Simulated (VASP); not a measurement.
Here is a VASP 6.6.1 calculation.

The input POSCAR:

```
BN
1.0
    2.5439665234      0.0000000000      0.0000000000
   -1.2719832617      2.2031396356      0.0000000000
    0.0000000000      0.0000000000      4.2077449346
B N
2 2
Direct
    0.6666666667      0.3333333333      0.9997995909
    0.3333333333      0.6666666667      0.4997995909
    0.6666666667      0.3333333333      0.6252004091
    0.3333333333      0.6666666667      0.1252004091
```

The input INCAR.step1:

```
ALGO     = Normal         # electronic algorithm
EDIFF    = 1E-4           # SCF threshold, eV
ENCUT    = 520            # plane-wave cutoff, eV
GGA      = PE             # functional
ISMEAR   = 0              # smearing method
LASPH    = True           # aspherical terms in the spheres
LCHARG   = False          # write CHGCAR
LREAL    = False          # projectors in reciprocal space
LWAVE    = True           # write WAVECAR
NBANDS   = 16             # bands
NELM     = 60             # most SCF steps
PREC     = Accurate       # precision mode
SIGMA    = 0.05           # smearing width, eV
```

INCAR.step2

```
ALGO     = Normal         # electronic algorithm
EDIFF    = 1E-6           # SCF threshold, eV
ENCUT    = 520            # plane-wave cutoff, eV
ISIF     = 2              # what is computed and relaxed
ISMEAR   = 0              # smearing method
ISTART   = 1            
LASPH    = True           # aspherical terms in the spheres
LCHARG   = False          # write CHGCAR
LMIXTAU  = True         
LREAL    = False          # projectors in reciprocal space
LWAVE    = False          # write WAVECAR
METAGGA  = R2SCAN         # meta-GGA
NBANDS   = 16             # bands
NELM     = 60             # most SCF steps
PREC     = Accurate       # precision mode
SIGMA    = 0.05           # smearing width, eV
```

KPOINTS

```
k-points
0
Gamma
  12 12 6
```

Potentials or basis: VASP PAW PBE potentials, release 64 (B, N).

Launch:

```bash
$ cat potpaw_PBE.64/B/POTCAR potpaw_PBE.64/N/POTCAR > POTCAR
$ cp INCAR.step1 INCAR
$ mpirun -np 1 vasp_std > vasp.out
$ cp INCAR.step2 INCAR
$ mpirun -np 1 vasp_std > vasp.out
```

Problem. What does it give for the pressure?

Solution. 1.1 GPa.

Problem. Predict the band gap on the k mesh.

Solution. 5.72 eV (least direct gap 8.98 eV).

Forces on the atoms (eV/Å):
```
B    0.000  0.000 -0.003
B    0.000  0.000 -0.003
N    0.000  0.000  0.003
N    0.000  0.000  0.003
```

Caveat: the PAW data sets were made with another functional, which shifts forces and pressure a little. A k mesh can miss the band edges.
